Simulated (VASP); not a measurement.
# GaP (F-43m) in VASP: a series of runs

Runs on GaP. Level: LDA. Tasks: single point.

All numbers are computed with VASP 6.6.1; they aren't measurements. Logs are shortened: lines on timing, memory, paths and dates and some standing lists are left out, and cuts for length are marked.

**The experiment to reproduce.**

From “Stacking defects in GaP nanowires: Electronic structure and optical properties”, 2018, arxiv:1810.01194, for a bulk crystal of GaP at 10 K: band gap 2.34 eV (indirect).

The runs below are set against these values where they give the same quantity.

### 1 The cell of the first run

The structure is cubic, space group F-43m (No. 216). The conventional cell has a = 5.272 Å, b = 5.272 Å, c = 5.272 Å, α = 90.00°, β = 90.00°, γ = 90.00°. Within 3.0 Å of Ga (site symmetry -43m) lie 4 P at 2.28 Å. Within 3.0 Å of P (site symmetry -43m) lie 4 Ga at 2.28 Å.

### 2 Single point, LDA

INCAR

```
SYSTEM = GaP
PREC = Accurate
ENCUT = 520
EDIFF = 1E-6
ISMEAR = 0
SIGMA = 0.01
LREAL = .FALSE.
LASPH = .TRUE.
NELM = 60
ALGO = Normal
ISIF = 2
LWAVE = .FALSE.
LCHARG = .TRUE.
LELF = .TRUE.
LVHAR = .TRUE.
NBANDS = 16
```

KPOINTS

```
regular mesh
0
G
  8 8 8
  0 0 0
```

POSCAR

```
GaP
1.0
    2.6361962605      2.6361962605      0.0000000000
   -2.6361962605      2.6361962605      0.0000000000
    0.0000000000      2.6361962605      2.6361962605
Ga P
1 1
Direct
    0.0000000000      0.0000000000      0.0000000000
    0.7500000000      0.2500000000      0.5000000000
```

Potentials or basis: VASP PAW LDA potentials, release 64 (Ga_d, P).

Launch:

```
cat potpaw_LDA.64/Ga_d/POTCAR potpaw_LDA.64/P/POTCAR > POTCAR
mpirun -np 1 vasp_std > vasp.out
```

OUTCAR:

```text
SYSTEM = GaP
   PREC = Accurate
   ENCUT = 520
   EDIFF = 1E-6
   ISMEAR = 0
   LREAL = .FALSE.
   LASPH = .TRUE.
   NELM = 60
   ISIF = 2

 ion  position               nearest neighbor table
   1  0.000  0.000  0.000-   2 2.28   2 2.28   2 2.28   2 2.28
   2  0.750  0.250  0.500-   1 2.28   1 2.28   1 2.28   1 2.28

  LATTYP: Found a face centered cubic cell.
 ALAT       =     5.2723925210

  Lattice vectors:

 A1 = (   0.0000000000,   2.6361962605,   2.6361962605)
 A2 = (   2.6361962605,   0.0000000000,   2.6361962605)
 A3 = (   2.6361962605,   2.6361962605,   0.0000000000)

Analysis of symmetry for initial positions (statically):
=====================================================================
 Subroutine PRICEL returns:
 Original cell was already a primitive cell.

 Routine SETGRP: Setting up the symmetry group for a
 face centered cubic supercell.

 Subroutine GETGRP returns: Found 24 space group operations
 (whereof 24 operations were pure point group operations)
 out of a pool of 48 trial point group operations.

The static configuration has the point symmetry T_d .

Analysis of symmetry for dynamics (positions and initial velocities):
=====================================================================
 Subroutine PRICEL returns:
 Original cell was already a primitive cell.

 Routine SETGRP: Setting up the symmetry group for a
 face centered cubic supercell.

 Subroutine GETGRP returns: Found 24 space group operations
 (whereof 24 operations were pure point group operations)
 out of a pool of 48 trial point group operations.

The dynamic configuration has the point symmetry T_d .

 Subroutine INISYM returns: Found 24 space group operations
 (whereof 24 operations are pure point group operations),
 and found     1 'primitive' translations

----------------------------------------------------------------------------------------

                                     Primitive cell

  volume of cell :      36.6407

  direct lattice vectors                    reciprocal lattice vectors
     2.636196261  2.636196261  0.000000000     0.189667214  0.189667214 -0.189667214
    -2.636196261  2.636196261  0.000000000    -0.189667214  0.189667214 -0.189667214
     0.000000000  2.636196261  2.636196261     0.000000000  0.000000000  0.379334428

  length of vectors
     3.728144505  3.728144505  3.728144505     0.328513251  0.328513251  0.379334428

  position of ions in fractional coordinates (direct lattice)
     0.000000000  0.000000000  0.000000000
     0.750000000  0.250000000  0.500000000

  ion indices of the primitive-cell ions
   primitive index   ion index
                 1           1
                 2           2

----------------------------------------------------------------------------------------

 KPOINTS: regular mesh

Automatic generation of k-mesh.
 Grid dimensions read from file:
 generate k-points for:    8    8    8

 Generating k-lattice:

  Cartesian coordinates                     Fractional coordinates (reciprocal lattice)
     0.023708402  0.023708402 -0.023708402     0.125000000  0.000000000  0.000000000
    -0.023708402  0.023708402 -0.023708402     0.000000000  0.125000000  0.000000000
     0.000000000  0.000000000  0.047416803     0.000000000  0.000000000  0.125000000

  Length of vectors
     0.041064156  0.041064156  0.047416803

  Shift w.r.t. Gamma in fractional coordinates (k-lattice)
     0.000000000  0.000000000  0.000000000

 Subroutine IBZKPT returns following result:
 ===========================================

 Found     29 irreducible k-points:

 Following reciprocal coordinates:
            Coordinates               Weight
  0.000000  0.000000  0.000000      1.000000
  0.125000  0.000000  0.000000      8.000000
  0.250000  0.000000  0.000000      8.000000
  0.375000  0.000000  0.000000      8.000000
  0.500000  0.000000  0.000000      4.000000
  0.125000  0.125000  0.000000     12.000000
[... 16 lines left out ...]
  0.375000  0.250000  0.125000     48.000000
  0.500000  0.250000  0.125000     24.000000
 [... further k-points ...]
   k-points           NKPTS =     29   k-points in BZ     NKDIM =     29   number of bands    NBANDS=     16
   number of dos      NEDOS =    301   number of ions     NIONS =      2
   total plane-waves  NPLWV =  21952
   dimension x,y,z NGX =    28 NGY =   28 NGZ =   28
   dimension x,y,z NGXF=    56 NGYF=   56 NGZF=   56
   ions per type =               1   1
   NGX,Y,Z   is equivalent  to a cutoff of  12.49, 12.49, 12.49 a.u.
   NGXF,Y,Z  is equivalent  to a cutoff of  24.97, 24.97, 24.97 a.u.
 SYSTEM =  GaP
   PREC   = accura    normal or accurate (medium, high low for compatibility)
   ISTART =      0    job   : 0-new  1-cont  2-samecut
   ICHARG =      2    charge: 1-file 2-atom 10-const
   ISPIN  =      1    spin polarized calculation?
   LNONCOLLINEAR =      F non collinear calculations
   LSORBIT =      F    spin-orbit coupling
   LASPH  =      T    aspherical Exc in radial PAW
   ENCUT  =  520.0 eV  38.22 Ry    6.18 a.u.   6.93  6.93  6.93*2*pi/ulx,y,z
   NELM   =     60;   NELMIN=  2; NELMDL= -5     # of ELM steps
   EDIFF  = 0.1E-05   stopping-criterion for ELM
   LREAL  =      F    real-space projection
   EDIFFG = 0.1E-04   stopping-criterion for IOM
   NSW    =      0    number of steps for IOM
   IBRION =     -1    ionic relax: 0-MD 1-quasi-New 2-CG
   NFREE  =      0    steps in history (QN), initial steepest desc. (CG)
   ISIF   =      2    stress and relaxation
   ISYM   =      2    0-nonsym 1-usesym 2-fastsym
   POTIM  = 0.5000    time-step for ionic-motion
   TEBEG  =    0.0;   TEEND  =   0.0 temperature during run
   PSTRESS=    0.0 pullay stress
   NELECT =      18.0000    total number of electrons
   NUPDOWN=      -1.0000    fix difference up-down
   EMIN   =  10.00;   EMAX   =-10.00  energy-range for DOS
   EFERMI =   0.00;   METHOD = LEGACY
   ISMEAR =     0;   SIGMA  =   0.01  broadening in eV -4-tet -1-fermi 0-gaus
   EFERMI_NEDOS =   21; number of points for ismear=-14 and -15
   IALGO  =     38    algorithm
   IMIX   =      4    mixing-type and parameters
     AMIX     =   0.40;   BMIX     =  1.00
     AMIX_MAG =   1.60;   BMIX_MAG =  1.00
  volume/ion in A,a.u.               =      18.32       123.63
  Fermi-wavevector in a.u.,A,eV,Ry     =   1.291748  2.441050 22.702870  1.668614
  Thomas-Fermi vector in A             =   2.423499
   LORBIT       =      0    0 simple, 1 ext, 2 COOP (PROOUT), +10 PAW based schemes
   GGA     = CA    functional components
   LHFCALC =     F    Hartree Fock is set to
   AEXX    =    0.0000 exact exchange contribution
   IVDW    =     0    specifies the selected vdW correction
   LEPSILON=     F    determine dielectric tensor
   LRPA    =     F    only Hartree local field effects (RPA)
 non-spin polarized calculation
 Gauss-broadening in eV      SIGMA  =   0.01
  energy-cutoff  :      520.00
  volume of cell :       36.64
 maximum number of plane-waves:       998
   NGX = 13   NGY = 13   NGZ = 13

 number of electron      17.9999997 magnetization

 Free energy of the ion-electron system (eV)
  ---------------------------------------------------
  ext. energy  EPLUGINS =         0.00000000
  ---------------------------------------------------
  free energy    TOTEN  =       -10.39638769 eV

  energy without entropy =      -10.39638769  energy(sigma->0) =      -10.39638769

 E-fermi :   5.7086     XC(G=0): -10.6155

 val. band max:        5.5898516343   @ k =   0.0000   0.0000   0.0000
 cond. band min:       6.8711132545   @ k =   0.5000   0.5000   0.0000
 fundamental gap:      1.2812616202
 Fermi energy:         5.7085733783

 k-point     1 :       0.0000    0.0000    0.0000
  band No.  band energies     occupation
      1      -9.3282      2.00000
      2      -9.3282      2.00000
      3      -9.3282      2.00000
      4      -9.1962      2.00000
      5      -9.1962      2.00000
      6      -7.7153      2.00000
[... 8 lines left out ...]
     15      15.5231      0.00000
     16      15.5231      0.00000

 k-point     2 :       0.1250    0.0000    0.0000
  band No.  band energies     occupation
      1      -9.3488      2.00000
      2      -9.3218      2.00000
      3      -9.3218      2.00000
      4      -9.1963      2.00000
      5      -9.1963      2.00000
      6      -7.4843      2.00000
[... 8 lines left out ...]
     15      14.8011      0.00000
     16      15.5026      0.00000

 k-point     3 :       0.2500    0.0000    0.0000
  band No.  band energies     occupation
      1      -9.3910      2.00000
      2      -9.3083      2.00000
      3      -9.3083      2.00000
      4      -9.1947      2.00000
      5      -9.1947      2.00000
      6      -6.8295      2.00000
[... 8 lines left out ...]
     15      14.6068      0.00000
     16      15.5501      0.00000

 k-point     4 :       0.3750    0.0000    0.0000
  band No.  band energies     occupation
      1      -9.4270      2.00000
      2      -9.2982      2.00000
      3      -9.2982      2.00000
      4      -9.1894      2.00000
      5      -9.1894      2.00000
      6      -5.8941      2.00000
[... 8 lines left out ...]
     15      15.9442      0.00000
     16      15.9442      0.00000
[... 324 lines left out ...]
 k-point    22 :       0.2500    0.2500    0.1250
  band No.  band energies     occupation
      1      -9.4193      2.00000
      2      -9.2925      2.00000
      3      -9.2868      2.00000
      4      -9.2125      2.00000
      5      -9.1839      2.00000
      6      -6.2746      2.00000
[... 8 lines left out ...]
     15      17.0659      0.00000
     16      18.4560      0.00000

 k-point    23 :       0.3750    0.2500    0.1250
  band No.  band energies     occupation
      1      -9.4384      2.00000
      2      -9.2880      2.00000
      3      -9.2745      2.00000
      4      -9.2096      2.00000
      5      -9.1841      2.00000
      6      -5.3867      2.00000
[... 8 lines left out ...]
     15      17.5225      0.00000
     16      18.7643      0.00000

 k-point    24 :       0.5000    0.2500    0.1250
  band No.  band energies     occupation
      1      -9.4454      2.00000
      2      -9.2875      2.00000
      3      -9.2702      2.00000
      4      -9.2045      2.00000
      5      -9.1864      2.00000
      6      -4.8147      2.00000
[... 8 lines left out ...]
     15      17.8108      0.00000
     16      18.5807      0.00000

 [... further k-points ...]

------------------------ aborting loop because EDIFF is reached ----------------------------------------

  FORCE on cell =-STRESS in cart. coord.  units (eV):
  Direction    XX          YY          ZZ          XY          YZ          ZX
  --------------------------------------------------------------------------------------
  -------------------------------------------------------------------------------------
  Total        1.6200986      1.6200986      1.6200986      0.0000000      0.0000000     -0.0000000
  in kB       70.8416760     70.8416760     70.8416760      0.0000000      0.0000000     -0.0000000
  external PRESSURE =      70.8416760 kB  Pullay stress =       0.0000000 kB

 VOLUME and BASIS-vectors are now :
 -----------------------------------------------------------------------------
  energy-cutoff  :      520.00
  volume of cell :       36.64
      direct lattice vectors                 reciprocal lattice vectors
     2.636196261  2.636196261  0.000000000     0.189667214  0.189667214 -0.189667214
    -2.636196261  2.636196261  0.000000000    -0.189667214  0.189667214 -0.189667214
     0.000000000  2.636196261  2.636196261     0.000000000  0.000000000  0.379334428

 POSITION                                       TOTAL-FORCE (eV/Angst)
 -----------------------------------------------------------------------------------
      0.00000      0.00000      0.00000        -0.000000     -0.000000      0.000000
      1.31810      3.95429      1.31810         0.000000      0.000000      0.000000
 -----------------------------------------------------------------------------------
    total drift:                               -0.000002      0.000000     -0.000000

  FREE ENERGIE OF THE ION-ELECTRON SYSTEM (eV)
  ---------------------------------------------------
  free  energy   TOTEN  =       -10.3963876933 eV

  energy  without entropy=      -10.3963876933  energy(sigma->0) =      -10.39638769
```

It took 15 s on 1 thread of Intel Xeon Platinum 8259CL at 2.50GHz (Skylake/Cascade Lake), shared host; peak memory 0.14 GiB.

What came out:

| Item | Value |
| --- | --- |
| Free energy | -10.3964 eV |
| Pressure | 7.1 GPa |
| Band gap on the k mesh | 1.28 eV, indirect (least direct gap 2.48 eV) |

A k mesh can miss the band edges. LDA gaps usually lie below the measured ones, often by a third to a half.

(Part 1 of 2 ends here.)
